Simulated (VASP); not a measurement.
Input of a VASP 6.6.1 run:

File INCAR:

```
PREC     = Accurate       # precision mode
ENCUT    = 520            # plane-wave cutoff, eV
EDIFF    = 1E-6           # SCF threshold, eV
ISMEAR   = -1             # smearing method
SIGMA    = 0.1            # smearing width, eV
LREAL    = F              # projectors in reciprocal space
LASPH    = T              # aspherical terms in the spheres
NELM     = 100            # most SCF steps
ALGO     = Normal         # electronic algorithm
ISIF     = 2              # what is computed and relaxed
LWAVE    = F              # write WAVECAR
LCHARG   = F              # write CHGCAR
GGA      = CA             # functional
NBANDS   = 30             # bands
```

KPOINTS

```
regular mesh
0
Gamma
  5 5 5
```

The input POSCAR:

```
Ag
1.0
    4.0102170933      0.0000000000      0.0000000000
    0.0000000000      4.0102170933      0.0000000000
    0.0000000000      0.0000000000      4.0102170933
Ag
4
Direct
    0.0000000000      0.0000000000      0.0000000000
    0.0000000000      0.5000000000      0.5000000000
    0.5000000000      0.0000000000      0.5000000000
    0.5000000000      0.5000000000      0.0000000000
```

Potentials or basis: VASP PAW LDA potentials, release 64 (Ag).

Launch:

```bash
$ cat potpaw_LDA.64/Ag/POTCAR > POTCAR
$ mpirun -np 1 vasp_std > vasp.out
```

Q: Predict the band gap on the k mesh.

A: Zero (bands 22 and 23 overlap by 1.85 eV).

Q: Estimate the pressure.

A: 0.1 GPa.
